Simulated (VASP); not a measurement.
# InSb3 (R-3m) in VASP: notebook

InSb3 is run at these levels: PBE; tasks: single point.

Program: VASP 6.6.1. These are calculated values, not measurements. Logs are shortened: lines on timing, memory, paths and dates and some standing lists are left out, and cuts for length are marked.

### Step 1. The cell of the first run

The structure is trigonal, space group R-3m (No. 166). The conventional cell has a = 6.853 Å, b = 6.853 Å, c = 8.977 Å, α = 90.00°, β = 90.00°, γ = 120.00°. In (site symmetry -3m) has 12 Sb at 3.43 to 3.59 Å within 4.5 Å. Sb (site symmetry 2/m) has 4 In at 3.43 to 3.59 Å and 8 Sb at 3.43 to 3.59 Å within 4.5 Å.

### Step 2. Single point, PBE

INCAR reads:

```
ALGO = Normal
EDIFF = 1E-7
ENCUT = 520
GGA = PE
ISIF = 2
ISMEAR = 0
LASPH = T
LCHARG = T
LELF = T
LREAL = F
LVHAR = T
LWAVE = F
NBANDS = 22
NELM = 60
PREC = Accurate
SIGMA = 0.15
```

KPOINTS reads:

```
k-points
0
Gamma
  8 8 8
```

POSCAR reads:

```
InSb3
1.0
    4.9582785820      0.1124036941      0.1124036941
    0.1124036941      4.9582785820      0.1124036941
    0.1124036941      0.1124036941      4.9582785820
In Sb
1 3
Direct
    0.0000000000      0.0000000000      0.0000000000
    0.5000000000      0.0000000000      0.5000000000
    0.0000000000      0.5000000000      0.5000000000
    0.5000000000      0.5000000000      0.0000000000
```

Potentials or basis: VASP PAW PBE potentials, release 64 (In_d, Sb).

Command:

```bash
> cat potpaw_PBE.64/In_d/POTCAR potpaw_PBE.64/Sb/POTCAR > POTCAR
> mpirun -np 1 vasp_std > vasp.out
```

OUTCAR:

```text
EDIFF = 1E-7
   ENCUT = 520
   GGA = PE
   ISIF = 2
   ISMEAR = 0
   LASPH = T
   LREAL = F
   NELM = 60
   PREC = Accurate

 ion  position               nearest neighbor table
   1  0.000  0.000  0.000-   2 3.43   3 3.43   3 3.43   4 3.43   2 3.43   4 3.43   2 3.59   3 3.59
                             3 3.59   4 3.59   2 3.59   4 3.59
   2  0.500  0.000  0.500-   1 3.43   4 3.43   3 3.43   4 3.43   1 3.43   3 3.43   1 3.59   4 3.59
                             3 3.59   4 3.59   1 3.59   3 3.59
   3  0.000  0.500  0.500-   1 3.43   4 3.43   1 3.43   2 3.43   2 3.43   4 3.43   1 3.59   1 3.59
                             2 3.59   4 3.59   4 3.59   2 3.59
   4  0.500  0.500  0.000-   2 3.43   3 3.43   1 3.43   2 3.43   1 3.43   3 3.43   1 3.59   2 3.59
                             2 3.59   3 3.59   3 3.59   1 3.59

  LATTYP: Found a trigonal (rhomboedric) cell.
 ALAT       =     4.9608261084
 COS(alpha) =     0.0458066480

  Lattice vectors:

 A1 = (   4.9582785820,   0.1124036941,   0.1124036941)
 A2 = (   0.1124036941,   4.9582785820,   0.1124036941)
 A3 = (   0.1124036941,   0.1124036941,   4.9582785820)

Analysis of symmetry for initial positions (statically):
=====================================================================
 Subroutine PRICEL returns:
 Original cell was already a primitive cell.

 Routine SETGRP: Setting up the symmetry group for a
 trigonal (rhombohedral) supercell.

 Subroutine GETGRP returns: Found 12 space group operations
 (whereof 12 operations were pure point group operations)
 out of a pool of 12 trial point group operations.

The static configuration has the point symmetry D_3d.

Analysis of symmetry for dynamics (positions and initial velocities):
=====================================================================
 Subroutine PRICEL returns:
 Original cell was already a primitive cell.

 Routine SETGRP: Setting up the symmetry group for a
 trigonal (rhombohedral) supercell.

 Subroutine GETGRP returns: Found 12 space group operations
 (whereof 12 operations were pure point group operations)
 out of a pool of 12 trial point group operations.

The dynamic configuration has the point symmetry D_3d.

 Subroutine INISYM returns: Found 12 space group operations
 (whereof 12 operations are pure point group operations),
 and found     1 'primitive' translations

----------------------------------------------------------------------------------------

                                     Primitive cell

  volume of cell :     121.7118

  direct lattice vectors                    reciprocal lattice vectors
     4.958278582  0.112403694  0.112403694     0.201885808 -0.004475278 -0.004475278
     0.112403694  4.958278582  0.112403694    -0.004475278  0.201885808 -0.004475278
     0.112403694  0.112403694  4.958278582    -0.004475278 -0.004475278  0.201885808

  length of vectors
     4.960826108  4.960826108  4.960826108     0.201984988  0.201984988  0.201984988

  position of ions in fractional coordinates (direct lattice)
     0.000000000  0.000000000  0.000000000
     0.500000000  1.000000000  0.500000000
     1.000000000  0.500000000  0.500000000
     0.500000000  0.500000000  1.000000000

  ion indices of the primitive-cell ions
   primitive index   ion index
                 1           1
                 2           2
                 3           3
                 4           4

----------------------------------------------------------------------------------------

 KPOINTS: k-points

Automatic generation of k-mesh.
 Grid dimensions read from file:
 generate k-points for:    8    8    8

 Generating k-lattice:

  Cartesian coordinates                     Fractional coordinates (reciprocal lattice)
     0.025235726 -0.000559410 -0.000559410     0.125000000 -0.000000000 -0.000000000
    -0.000559410  0.025235726 -0.000559410    -0.000000000  0.125000000 -0.000000000
    -0.000559410 -0.000559410  0.025235726    -0.000000000 -0.000000000  0.125000000

  Length of vectors
     0.025248124  0.025248124  0.025248124

  Shift w.r.t. Gamma in fractional coordinates (k-lattice)
     0.000000000  0.000000000  0.000000000

 Subroutine IBZKPT returns following result:
 ===========================================

 Found     65 irreducible k-points:

 Following reciprocal coordinates:
            Coordinates               Weight
  0.000000  0.000000  0.000000      1.000000
  0.125000  0.000000  0.000000      6.000000
  0.250000  0.000000  0.000000      6.000000
  0.375000 -0.000000  0.000000      6.000000
  0.500000  0.000000  0.000000      3.000000
  0.125000  0.125000  0.000000      6.000000
[... 16 lines left out ...]
  0.250000  0.125000  0.125000      6.000000
  0.375000  0.125000  0.125000      6.000000
 [... further k-points ...]
   k-points           NKPTS =     65   k-points in BZ     NKDIM =     65   number of bands    NBANDS=     22
   number of dos      NEDOS =    301   number of ions     NIONS =      4
   total plane-waves  NPLWV =  64000
   dimension x,y,z NGX =    40 NGY =   40 NGZ =   40
   dimension x,y,z NGXF=    80 NGYF=   80 NGZF=   80
   ions per type =               1   3
   NGX,Y,Z   is equivalent  to a cutoff of  13.40, 13.40, 13.40 a.u.
   NGXF,Y,Z  is equivalent  to a cutoff of  26.81, 26.81, 26.81 a.u.
 SYSTEM =  unknown system
   PREC   = accura    normal or accurate (medium, high low for compatibility)
   ISTART =      0    job   : 0-new  1-cont  2-samecut
   ICHARG =      2    charge: 1-file 2-atom 10-const
   ISPIN  =      1    spin polarized calculation?
   LNONCOLLINEAR =      F non collinear calculations
   LSORBIT =      F    spin-orbit coupling
   LASPH  =      T    aspherical Exc in radial PAW
   ENCUT  =  520.0 eV  38.22 Ry    6.18 a.u.   9.22  9.22  9.22*2*pi/ulx,y,z
   NELM   =     60;   NELMIN=  2; NELMDL= -5     # of ELM steps
   EDIFF  = 0.1E-06   stopping-criterion for ELM
   LREAL  =      F    real-space projection
   EDIFFG = 0.1E-05   stopping-criterion for IOM
   NSW    =      0    number of steps for IOM
   IBRION =     -1    ionic relax: 0-MD 1-quasi-New 2-CG
   NFREE  =      0    steps in history (QN), initial steepest desc. (CG)
   ISIF   =      2    stress and relaxation
   ISYM   =      2    0-nonsym 1-usesym 2-fastsym
   POTIM  = 0.5000    time-step for ionic-motion
   TEBEG  =    0.0;   TEEND  =   0.0 temperature during run
   PSTRESS=    0.0 pullay stress
   NELECT =      28.0000    total number of electrons
   NUPDOWN=      -1.0000    fix difference up-down
   EMIN   =  10.00;   EMAX   =-10.00  energy-range for DOS
   EFERMI =   0.00;   METHOD = LEGACY
   ISMEAR =     0;   SIGMA  =   0.15  broadening in eV -4-tet -1-fermi 0-gaus
   EFERMI_NEDOS =   21; number of points for ismear=-14 and -15
   IALGO  =     38    algorithm
   IMIX   =      4    mixing-type and parameters
     AMIX     =   0.40;   BMIX     =  1.00
     AMIX_MAG =   1.60;   BMIX_MAG =  1.00
  volume/ion in A,a.u.               =      30.43       205.34
  Fermi-wavevector in a.u.,A,eV,Ry     =   1.003113  1.895609 13.690671  1.006236
  Thomas-Fermi vector in A             =   2.135644
   LORBIT       =      0    0 simple, 1 ext, 2 COOP (PROOUT), +10 PAW based schemes
   GGA     = PE    functional components
   LHFCALC =     F    Hartree Fock is set to
   AEXX    =    0.0000 exact exchange contribution
   IVDW    =     0    specifies the selected vdW correction
   LEPSILON=     F    determine dielectric tensor
   LRPA    =     F    only Hartree local field effects (RPA)
 non-spin polarized calculation
 Gauss-broadening in eV      SIGMA  =   0.15
  energy-cutoff  :      520.00
  volume of cell :      121.71
 maximum number of plane-waves:      3295
 NGX is ok and might be reduce to    40
   NGX = 19   NGY = 19   NGZ = 19

 number of electron      28.0000008 magnetization

 Free energy of the ion-electron system (eV)
  ---------------------------------------------------
  ext. energy  EPLUGINS =         0.00000000
  ---------------------------------------------------
  free energy    TOTEN  =       -14.10221634 eV

  energy without entropy =      -14.07644481  energy(sigma->0) =      -14.08933057

 E-fermi :   6.6844     XC(G=0):  -9.6558

 val. band max:        6.6808961302   @ k =   0.3750   0.2500   0.1250
 cond. band min:       6.6888646198   @ k =  -0.3750  -0.3750   0.1250
 fundamental gap:      0.0079684896
 Fermi energy:         6.6844039833

 k-point     1 :       0.0000    0.0000    0.0000
  band No.  band energies     occupation
      1      -7.7048      2.00000
      2      -7.7048      2.00000
      3      -7.7015      2.00000
      4      -7.6921      2.00000
      5      -7.6921      2.00000
      6      -4.8120      2.00000
[... 14 lines left out ...]
     21      11.2123      0.00000
     22      11.9842      0.00000

 k-point     2 :       0.1250    0.0000    0.0000
  band No.  band energies     occupation
      1      -7.7043      2.00000
      2      -7.7033      2.00000
      3      -7.7022      2.00000
      4      -7.6931      2.00000
      5      -7.6924      2.00000
      6      -4.7265      2.00000
[... 14 lines left out ...]
     21      11.6799      0.00000
     22      11.9976      0.00000

 k-point     3 :       0.2500    0.0000    0.0000
  band No.  band energies     occupation
      1      -7.7040      2.00000
      2      -7.7030      2.00000
      3      -7.6996      2.00000
      4      -7.6955      2.00000
      5      -7.6928      2.00000
      6      -4.4749      2.00000
[... 14 lines left out ...]
     21      11.8277      0.00000
     22      12.0785      0.00000
[... 476 lines left out ...]
 k-point    23 :       0.2500    0.1250    0.1250
  band No.  band energies     occupation
      1      -7.7067      2.00000
      2      -7.7012      2.00000
      3      -7.6986      2.00000
      4      -7.6964      2.00000
      5      -7.6941      2.00000
      6      -4.3527      2.00000
[... 14 lines left out ...]
     21      12.3134      0.00000
     22      12.7002      0.00000

 k-point    24 :       0.3750    0.1250    0.1250
  band No.  band energies     occupation
      1      -7.7089      2.00000
      2      -7.7008      2.00000
      3      -7.6982      2.00000
      4      -7.6968      2.00000
      5      -7.6926      2.00000
      6      -3.9799      2.00000
[... 14 lines left out ...]
     21      11.6198      0.00000
     22      13.0830      0.00000

 [... further k-points ...]
[... 5 lines left out ...]
  --------------------------------------------------------------------------------------
  -------------------------------------------------------------------------------------
  Total       -2.6626658     -2.6626658     -2.6626658     -0.3738956     -0.3738956     -0.3738956
  in kB      -35.0505175    -35.0505175    -35.0505175     -4.9218476     -4.9218476     -4.9218476
  external PRESSURE =     -35.0505175 kB  Pullay stress =       0.0000000 kB

 VOLUME and BASIS-vectors are now :
 -----------------------------------------------------------------------------
  energy-cutoff  :      520.00
  volume of cell :      121.71
      direct lattice vectors                 reciprocal lattice vectors
     4.958278582  0.112403694  0.112403694     0.201885808 -0.004475278 -0.004475278
     0.112403694  4.958278582  0.112403694    -0.004475278  0.201885808 -0.004475278
     0.112403694  0.112403694  4.958278582    -0.004475278 -0.004475278  0.201885808

 POSITION                                       TOTAL-FORCE (eV/Angst)
 -----------------------------------------------------------------------------------
      0.00000      0.00000      0.00000         0.000000     -0.000000      0.000000
      2.53534      0.11240      2.53534         0.000000      0.000000      0.000000
      0.11240      2.53534      2.53534        -0.000000     -0.000000     -0.000000
      2.53534      2.53534      0.11240        -0.000000     -0.000000      0.000000
 -----------------------------------------------------------------------------------
    total drift:                               -0.000000     -0.000000     -0.000000

  FREE ENERGIE OF THE ION-ELECTRON SYSTEM (eV)
  ---------------------------------------------------
  free  energy   TOTEN  =       -14.1022163353 eV

  energy  without entropy=      -14.0764448080  energy(sigma->0) =      -14.08933057
```

Run time: 3.3 min. Hardware: 1 thread of AMD EPYC 7R13, shared host; peak memory 0.31 GiB.

What came out:

- Free energy: -14.1022 eV
- Pressure: -3.5 GPa
- Band gap on the k mesh: zero (bands 14 and 15 overlap by 3.60 eV)

Caveat: the cell stands under tension; spin-orbit coupling is left out, which moves the levels of the heavy elements.

### Step 3. Single point, PBE

This run uses another cell than the first one, of 25.36 Å³/atom.

INCAR reads:

```
ALGO     = Normal         # electronic algorithm
EDIFF    = 1E-6           # SCF threshold, eV
ENCUT    = 520            # plane-wave cutoff, eV
GGA      = PE             # functional
ISIF     = 2              # what is computed and relaxed
ISMEAR   = 0              # smearing method
LASPH    = True           # aspherical terms in the spheres
LCHARG   = False          # write CHGCAR
LREAL    = False          # projectors in reciprocal space
LWAVE    = False          # write WAVECAR
NBANDS   = 22             # bands
NELM     = 80             # most SCF steps
PREC     = Accurate       # precision mode
SIGMA    = 0.15           # smearing width, eV
```

KPOINTS is that of step 2.

POSCAR reads:

```
InSb3
1.0
    4.6694468200      0.1684851945      0.1684851945
    0.1684851945      4.6694468200      0.1684851945
    0.1684851945      0.1684851945      4.6694468200
In Sb
1 3
Direct
    0.0000000000      0.0000000000      0.0000000000
    0.5000000000      0.0000000000      0.5000000000
    0.0000000000      0.5000000000      0.5000000000
    0.5000000000      0.5000000000      0.0000000000
```

Potentials or basis: VASP PAW PBE potentials, release 64 (In_d, Sb).

Command:

```bash
> cat potpaw_PBE.64/In_d/POTCAR potpaw_PBE.64/Sb/POTCAR > POTCAR
> mpirun -np 1 vasp_std > vasp.out
```

OUTCAR:

```text
EDIFF = 1E-6
   ENCUT = 520
   GGA = PE
   ISIF = 2
   ISMEAR = 0
   LASPH = True
   LREAL = False
   NELM = 80
   PREC = Accurate

 ion  position               nearest neighbor table
   1  0.000  0.000  0.000-   2 3.18   3 3.18   3 3.18   4 3.18   2 3.18   4 3.18   2 3.43   3 3.43
                             3 3.43   4 3.43   2 3.43   4 3.43
   2  0.500  0.000  0.500-   1 3.18   4 3.18   3 3.18   4 3.18   1 3.18   3 3.18   1 3.43   4 3.43
                             3 3.43   4 3.43   1 3.43   3 3.43
[... 806 lines left out ...]
  --------------------------------------------------------------------------------------
  -------------------------------------------------------------------------------------
  Total        4.1931139      4.1931139      4.1931139     -1.1603125     -1.1603125     -1.1603125
  in kB       66.2383613     66.2383613     66.2383613    -18.3293843    -18.3293843    -18.3293843
  external PRESSURE =      66.2383613 kB  Pullay stress =       0.0000000 kB

 VOLUME and BASIS-vectors are now :
 -----------------------------------------------------------------------------
  energy-cutoff  :      520.00
  volume of cell :      101.42
      direct lattice vectors                 reciprocal lattice vectors
     4.669446820  0.168485194  0.168485194     0.214697710 -0.007477035 -0.007477035
     0.168485194  4.669446820  0.168485194    -0.007477035  0.214697710 -0.007477035
     0.168485194  0.168485194  4.669446820    -0.007477035 -0.007477035  0.214697710

 POSITION                                       TOTAL-FORCE (eV/Angst)
 -----------------------------------------------------------------------------------
      0.00000      0.00000      0.00000        -0.000000     -0.000000      0.000000
      2.41897      0.16849      2.41897        -0.000000     -0.000000      0.000000
      0.16849      2.41897      2.41897         0.000000      0.000000      0.000000
      2.41897      2.41897      0.16849         0.000000      0.000000      0.000000
 -----------------------------------------------------------------------------------
    total drift:                                0.000000     -0.000000     -0.000000

  FREE ENERGIE OF THE ION-ELECTRON SYSTEM (eV)
  ---------------------------------------------------
  free  energy   TOTEN  =       -13.9558585687 eV

  energy  without entropy=      -13.9276290252  energy(sigma->0) =      -13.94174380
```

OSZICAR:

```text
N       E                     dE             d eps       ncg     rms          rms(c)
DAV:   1     0.194192092322E+03    0.19419E+03   -0.11051E+04  2860   0.120E+03
DAV:   2     0.258131121245E+01   -0.19161E+03   -0.18465E+03  3142   0.301E+02
DAV:   3    -0.134421315089E+02   -0.16023E+02   -0.15504E+02  3560   0.883E+01
DAV:   4    -0.139744802528E+02   -0.53235E+00   -0.53042E+00  3418   0.168E+01
DAV:   5    -0.139990652249E+02   -0.24585E-01   -0.24582E-01  4260   0.376E+00    0.421E+00
DAV:   6    -0.139668314775E+02    0.32234E-01   -0.50261E-02  3580   0.316E+00    0.238E+00
DAV:   7    -0.139562491964E+02    0.10582E-01   -0.24930E-02  3826   0.173E+00    0.209E-01
DAV:   8    -0.139558509888E+02    0.39821E-03   -0.25229E-03  3410   0.636E-01    0.770E-02
DAV:   9    -0.139558593759E+02   -0.83872E-05   -0.15689E-04  3434   0.927E-02    0.231E-02
DAV:  10    -0.139558585687E+02    0.80720E-06   -0.79689E-06  4026   0.192E-02
   1 F= -.13955859E+02 E0= -.13941744E+02  d E =-.282295E-01
```

Wall time 2.1 min (1 thread of Intel Xeon 8259CL, shared host); peak memory 0.29 GiB.

Results:

```yaml
Free_energy: -13.9559 eV
Pressure: 6.6 GPa
Band_gap_on_the_k_mesh: zero (bands 14 and 15 overlap by 4.24 eV)
```

Stress tensor (GPa, compression positive):
```
 6.62 -1.83 -1.83
-1.83  6.62 -1.83
-1.83 -1.83  6.62
```

Caveat: the cell stands under pressure; spin-orbit coupling is left out, which moves the levels of the heavy elements.

[end of part 1 of 2]
